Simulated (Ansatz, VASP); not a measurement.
## MnS in VASP and in Ansatz

```
CELL_PARAMETERS angstrom
0.00000 2.77647 2.77647
2.77647 0.00000 2.77647
2.77647 2.77647 0.00000
ATOMIC_POSITIONS crystal
Mn 0.00000 0.00000 0.00000
S 0.75000 0.75000 0.75000
```

Change from the starting cell: volume scaled by 0.975, PAW files.

Alike in both runs: task electric field gradients; functional PBE; k mesh 10 × 10 × 10; occupations fermi-dirac, width 0.05 eV; collinear spin.

|  | VASP | Ansatz |
| --- | --- | --- |
| version | VASP 6.6.1 | Ansatz 0.2.0 |
| potentials or method | VASP PAW PBE potentials, release 64 (Mn_pv, S) | PAW with Ansatz's default frozen-core files, scalar-relativistic |
| plane-wave cutoff (eV) | 520 | 420 |
| valence electrons in the cell | 19 | 21 |

|  | VASP | Ansatz | Ansatz less VASP |
| --- | --- | --- | --- |
| pressure (GPa) | 2.2 | 2.2 | -0.06 |
| net moment per atom (μB) | 2.43 | 2.43 | -0.001 |
| size of the moment on the site where the two differ most (μB) | 4.28 | 4.10 | -0.185 |

Site moments also hang on the region over which each program counts them. VASP's potentials hold 19 valence electrons a cell and Ansatz's 21, so a difference there can come from the potentials and not from the codes.
